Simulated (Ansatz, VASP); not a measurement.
Two plane-wave programs on Y2Si2F

```
Y Si F
1.0
    -1.78637    1.78637    7.97352
     1.78637   -1.78637    7.97352
     1.78637    1.78637   -7.97352
Y Si F
2 2 1
Direct
  0.39027 0.39027 0.00000
  0.60973 0.60973 0.00000
  0.75000 0.25000 0.50000
  0.25000 0.75000 0.50000
  0.00000 0.00000 0.00000
```

Change from the starting cell: species swapped into the CeSi2Ni2 type (I4/mmm, No. 139).

Alike in both runs: functional PBE; k mesh 14 × 14 × 14; occupations gaussian, width 0.1 eV; no spin polarisation.

Ansatz relaxed the structure, and its values are those at the end. VASP's run is a single point on that final structure, the one shown.

|  | VASP | Ansatz |
| --- | --- | --- |
| version | VASP 6.6.1 | Ansatz 0.2.0 |
| potentials or method | VASP PAW PBE potentials, release 64 (Y_sv, Si, F), cutoff 520 eV | scalar-relativistic, plane waves, PAW |
| valence electrons in the cell | 37 | 37 |

|  | VASP | Ansatz | Ansatz less VASP |
| --- | --- | --- | --- |
| gap on the k mesh at the Fermi level (eV) | none | none | - |
| pressure (GPa) | -0.1 | 0.0 | +0.12 |

A gap of «none» marks a metal or a gap that the smearing closes. With one functional, cell and mesh, what is left measures potentials, basis and numerics.
